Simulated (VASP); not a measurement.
Runs of VASP 6.6.1 on Be2SO3. The structure is that of space group P6/mmm (No. 191), or close to it. The cells are those of the table. The cell was built from a structure type or drawn by symmetry, and may not be a known phase.

```tsv
task	spin	cell	k mesh	cutoff (eV)	gap on the mesh (eV)	pressure (GPa)	moment (μB)
single point	off	a = 4.827, b = 4.827, c = 2.434 Å, angles 90.0, 90.0, 120.0°, 6 atoms	6 × 6 × 8	520	none	0.0	-
single point	collinear, ferromagnetic start	a = 4.792, b = 4.792, c = 2.480 Å, angles 90.0, 90.0, 120.0°, 6 atoms	6 × 6 × 4	520	none	0.2	0.00
relaxation of cell and atoms	collinear, ferromagnetic start	relaxed from a = 4.201, b = 4.201, c = 4.266 Å, angles 90.0, 90.0, 120.0°, 6 atoms	6 × 6 × 4	600	none	0.5	0.00
relaxation of cell and atoms	off	relaxed from a = 4.792, b = 4.792, c = 2.480 Å, angles 90.0, 90.0, 120.0°, 6 atoms	6 × 6 × 8	600	none	0.5	-
single point	collinear, ferromagnetic start	a = 4.201, b = 4.201, c = 4.266 Å, angles 90.0, 90.0, 120.0°, 6 atoms	6 × 6 × 4	520	none	(a)	(b)
single point	off	a = 4.834, b = 4.834, c = 2.424 Å, angles 90.0, 90.0, 120.0°, 6 atoms	12 × 12 × 16	520	none	0.1	-
```

Alike in all rows: level PBE; potentials or basis VASP PAW PBE potentials, release 64 (Be, S, O); smearing gaussian 0.1 eV.

Task: Estimate the missing entries.

Result: (a) 2.3; (b) 0.87.

Caveats: some runs use coarse meshes.

A gap of «none» marks levels without a gap at the run's occupations.
